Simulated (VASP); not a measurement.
Here is a VASP 6.6.1 calculation.

File POSCAR:

```
InSe
1.0
    4.0473293151      0.0000000000      0.0000000000
   -2.0236646576      3.5050900044      0.0000000000
    0.0000000000      0.0000000000     18.0520649100
In Se
4 4
Direct
    0.3333333333      0.6666666667      0.0773904900
    0.3333333333      0.6666666667      0.9226095100
    0.0000000000      0.0000000000      0.4226063200
    0.0000000000      0.0000000000      0.5773936800
    0.3333333333      0.6666666667      0.3529842800
    0.3333333333      0.6666666667      0.6470157200
    0.6666666667      0.3333333333      0.1469999300
    0.6666666667      0.3333333333      0.8530000700
```

File INCAR.step1:

```
SYSTEM = InSe
  PREC = Accurate
  ENCUT = 520
  ISMEAR = 0
  SIGMA = 0.01
  LREAL = .False.
  LASPH = .True.
  NELM = 100
  NBANDS = 48
  GGA = PE
  ALGO = Normal
  EDIFF = 1E-4
  LWAVE = .True.
  LCHARG = .False.
```

File INCAR.step2:

```
SYSTEM = InSe
  PREC = Accurate
  ENCUT = 520
  EDIFF = 1E-6
  ISMEAR = 0
  SIGMA = 0.01
  LREAL = .False.
  LASPH = .True.
  NELM = 100
  ALGO = Normal
  ISIF = 2
  LWAVE = .False.
  LCHARG = .False.
  METAGGA = R2SCAN
  LMIXTAU = .True.
  NBANDS = 48
  ISTART = 1
```

The input KPOINTS:

```
regular mesh
0
Gamma
  12 12 2
  0 0 0
```

Potentials or basis: VASP PAW PBE potentials, release 64 (In_d, Se).

Run with:

```console
$ cat potpaw_PBE.64/In_d/POTCAR potpaw_PBE.64/Se/POTCAR > POTCAR
$ cp INCAR.step1 INCAR
$ mpirun -np 1 vasp_std > vasp.out
$ cp INCAR.step2 INCAR
$ mpirun -np 1 vasp_std > vasp.out
```

(1) Estimate the pressure.

(2) Estimate the band gap on the k mesh.

(3) Estimate the largest force.

Answers

(1) -0.1 GPa.

(2) 1.13 eV, direct.

(3) 0.044 eV/Å.

Caveat: the PAW data sets were made with another functional, which shifts forces and pressure a little; spin-orbit coupling is left out, which moves the levels of the heavy elements.
